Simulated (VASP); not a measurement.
Runs of VASP 6.6.1 on HfI. The structure is that of space group P-6m2 (No. 187), or close to it. The cells are those of the table. 

```csv
task,cell,k mesh,cutoff (eV),gap on the mesh (eV),pressure (GPa),relaxed volume (Å³/atom)
single point,"a = 3.493, b = 3.493, c = 4.659 Å, angles 90.0, 90.0, 120.0°, 2 atoms",18 × 18 × 12,520,none,-0.4,-
single point,"a = 5.050, b = 5.050, c = 4.864 Å, angles 90.0, 90.0, 120.0°, 2 atoms",6 × 6 × 4,520,none,(b),-
relaxation of cell and atoms,"relaxed from a = 5.050, b = 5.050, c = 4.864 Å, angles 90.0, 90.0, 120.0°, 2 atoms",6 × 6 × 4,600,none,0.2,24.32
relaxation of cell and atoms,"relaxed from a = 3.489, b = 3.489, c = 4.636 Å, angles 90.0, 90.0, 120.0°, 2 atoms",18 × 18 × 12,600,none,0.0,(a)
single point,"a = 3.489, b = 3.489, c = 4.636 Å, angles 90.0, 90.0, 120.0°, 2 atoms",6 × 6 × 4,520,none,-0.2,-
```

Alike in all rows: level PBE; potentials or basis VASP PAW PBE potentials, release 64 (Hf_pv, I); no spin polarisation; smearing gaussian 0.1 eV.

Fill in the values left out.

(a) 24.49; (b) -6.3.

Caveats: spin-orbit coupling is left out, which moves the levels of the heavy elements; an odd number of electrons without spin polarisation forces a metal; a magnetic or distorted state may lie lower; the volume moved by over 15 % at a fixed basis, so the end points are rough (some runs).

A k mesh can miss the band edges, and the runs leave out spin-orbit coupling on Hf, I.

A gap of «none» marks levels without a gap at the run's occupations.
